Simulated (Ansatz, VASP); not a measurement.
K3SF: VASP beside Ansatz

File POSCAR:

```
K3SF
1.0
    5.9318100837      0.0000000000      0.0000000000
    0.0000000000      5.9318100837      0.0000000000
    0.0000000000      0.0000000000      5.9318100837
F S K
1 1 3
Direct
    0.0000000000      0.0000000000      0.0000000000
    0.5000000000      0.5000000000      0.5000000000
    0.5000000000      0.5000000000      0.0000000000
    0.5000000000      0.0000000000      0.5000000000
    0.0000000000      0.5000000000      0.5000000000
```

Contents of INCAR.step1:

```
SYSTEM = K3SF
PREC = Accurate
ENCUT = 520
EDIFF = 1E-5
ISMEAR = 0
SIGMA = 0.01
LREAL = .False.
LASPH = .True.
NELM = 80
ALGO = Normal
ISIF = 2
LWAVE = .True.
LCHARG = .False.
NBANDS = 28
GGA = PE
```

File INCAR.step2:

```
SYSTEM = K3SF
PREC = Accurate
ENCUT = 520
EDIFF = 1E-6
ISMEAR = 0
SIGMA = 0.01
LREAL = .False.
LASPH = .True.
NELM = 80
ALGO = Normal
ISIF = 2
LWAVE = .False.
LCHARG = .False.
GGA = PE
LHFCALC = .True.
HFSCREEN = 0.2079
PRECFOCK = Fast
NBANDS = 28
ISTART = 1
```

File KPOINTS:

```
regular mesh
0
Gamma
  2 2 2
  0 0 0
```

Input for Ansatz:

```yaml
crystal:
  lattice:
    - [5.9318100837, 0.0, 0.0]
    - [0.0, 5.9318100837, 0.0]
    - [0.0, 0.0, 5.9318100837]
  atoms:
    - { symbol: F, position: [0.0, 0.0, 0.0] }
    - { symbol: S, position: [0.5, 0.5, 0.5] }
    - { symbol: K, position: [0.5, 0.5, 0.0] }
    - { symbol: K, position: [0.5, 0.0, 0.5] }
    - { symbol: K, position: [0.0, 0.5, 0.5] }
kpoints:
  mp_grid: { grid: [2, 2, 2] }
hamiltonian:
  xc: hse06
scf:
  occupations: { method: fixed }
  n_extra_bands: 5
output:
  forces: true
  stress: true
  eigenvalues: true
```

Alike in both runs: task single point; functional HSE06; k mesh 2 × 2 × 2; no spin polarisation.

```csv
,VASP,Ansatz
version,VASP 6.6.1,Ansatz 0.2.0
potentials or method,"VASP PAW PBE potentials, release 64 (F, S, K_sv)","plane waves, PAW"
plane-wave cutoff (eV),520,420
occupations,"gaussian, width 0.01 eV",fixed
valence electrons in the cell,40,40
```

```csv
,VASP,Ansatz,Ansatz less VASP
gap on the k mesh at the Fermi level (eV),2.85,2.85,0.000
pressure (GPa),0.1,0.1,0.00
```

Ansatz's warnings: stress exchange threshold loose, stress scf threshold loose.

The k mesh is coarse, so the values compare programs but aren't converged.
